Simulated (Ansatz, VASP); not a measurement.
Two plane-wave programs on AlCo

```xyz
2
Lattice="0.0000 1.9617 1.9617 1.9617 0.0000 1.9617 1.9617 1.9617 0.0000" Properties=species:S:1:pos:R:3 pbc="T T T"
Co    0.0000    0.0000    0.0000
Al    1.9617    1.9617    1.9617
```

Change from the starting cell: volume scaled by 0.55, norm-conserving files.

Alike in both runs: task single point; functional PBE; k mesh 15 × 15 × 15; occupations fermi-dirac, width 0.05 eV; no spin polarisation.

|  | VASP | Ansatz |
| --- | --- | --- |
| version | VASP 6.6.1 | Ansatz 0.2.0 |
| potentials or method | VASP PAW PBE potentials, release 64 (Co, Al) | norm-conserving pseudopotentials, scalar-relativistic |
| plane-wave cutoff (eV) | 520 | 1306 |
| valence electrons in the cell | 12 | 20 |

VASP gave:

```
pressure (GPa) : 245.5
```

**Question.** Which values does Ansatz return?

**Answer.** Pressure (GPa): 238.8.

Both programs put the cell under a high pressure, so it lies far from rest at this level. The functional is the same, so the differences come from potentials, cutoffs and numerics. VASP's potentials hold 12 valence electrons a cell and Ansatz's 20, so a difference there can come from the potentials and not from the codes.

Noted on VASP's run: the cell as given lies far from equilibrium.
